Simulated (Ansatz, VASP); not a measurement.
## BN: VASP beside Ansatz

The input POSCAR:

```
BN
1.0
   -0.0362600200      1.8130010000      1.8130010000
    1.7767409800      0.0000000000      1.7767409800
    1.8130010000      1.8130010000     -0.0362600200
B N
1 1
Direct
    0.0000000000      0.0000000000      0.0000000000
    0.7500000000      0.7500000000      0.7500000000
```

INCAR.step1

```
SYSTEM = BN
  ALGO = Normal
  EDIFF = 1E-4
  ENCUT = 520
  GGA = PE
  ISMEAR = 0
  LASPH = .TRUE.
  LCHARG = .FALSE.
  LREAL = .FALSE.
  LWAVE = .TRUE.
  NBANDS = 11
  NELM = 80
  PREC = Accurate
  SIGMA = 0.05
```

The input INCAR.step2:

```
SYSTEM = BN
  ALGO = Normal
  EDIFF = 1E-6
  ENCUT = 520
  ISIF = 2
  ISMEAR = 0
  ISTART = 1
  LASPH = .TRUE.
  LCHARG = .FALSE.
  LMIXTAU = .TRUE.
  LREAL = .FALSE.
  LWAVE = .FALSE.
  METAGGA = R2SCAN
  NBANDS = 11
  NELM = 80
  PREC = Accurate
  SIGMA = 0.05
```

The input KPOINTS:

```
k-points
0
G
  12 12 12
  0 0 0
```

Input for Ansatz:

```yaml
crystal:
  lattice:
    - [-0.03626002, 1.813001, 1.813001]
    - [1.77674098, 0.0, 1.77674098]
    - [1.813001, 1.813001, -0.03626002]
  atoms:
    - { symbol: B, position: [0.0, 0.0, 0.0] }
    - { symbol: "N", position: [0.75, 0.75, 0.75] }
basis:
  ecutwfc: 500
kpoints:
  mp_grid: { grid: [12, 12, 12] }
hamiltonian:
  xc: r2scan
scf:
  occupations: { method: gaussian, width: 0.05 }
output:
  forces: true
  stress: true
  eigenvalues: true
```

Change from the starting cell: strain -0.0400 x Voigt [0, 0, 0, 0, 1, 0], atoms carried along.

Alike in both runs: task single point; functional r2SCAN; k mesh 12 × 12 × 12; occupations gaussian, width 0.05 eV; no spin polarisation.

|  | VASP | Ansatz |
| --- | --- | --- |
| version | VASP 6.6.1 | Ansatz 0.2.0 |
| potentials or method | VASP PAW PBE potentials, release 64 (B, N), cutoff 520 eV | scalar-relativistic, plane waves, PAW |
| valence electrons in the cell | 8 | 8 |

|  | VASP | Ansatz | Ansatz less VASP |
| --- | --- | --- | --- |
| gap on the k mesh at the Fermi level (eV) | 4.78 | 4.80 | +0.020 |
| least direct gap on the mesh (eV) | 8.87 | 8.90 | +0.034 |
| pressure (GPa) | -3.4 | -4.4 | -1.06 |
| traceless stress, the component that is largest in VASP (GPa) | 18.21 | 18.09 | -0.116 |
| rms of the force components (eV/Å) | 0.009 | 0.004 | -0.0053 |

VASP's potentials were made for PBE, not for r2SCAN. Atom by atom the forces differ by 0.005 eV/Å (rms over components).
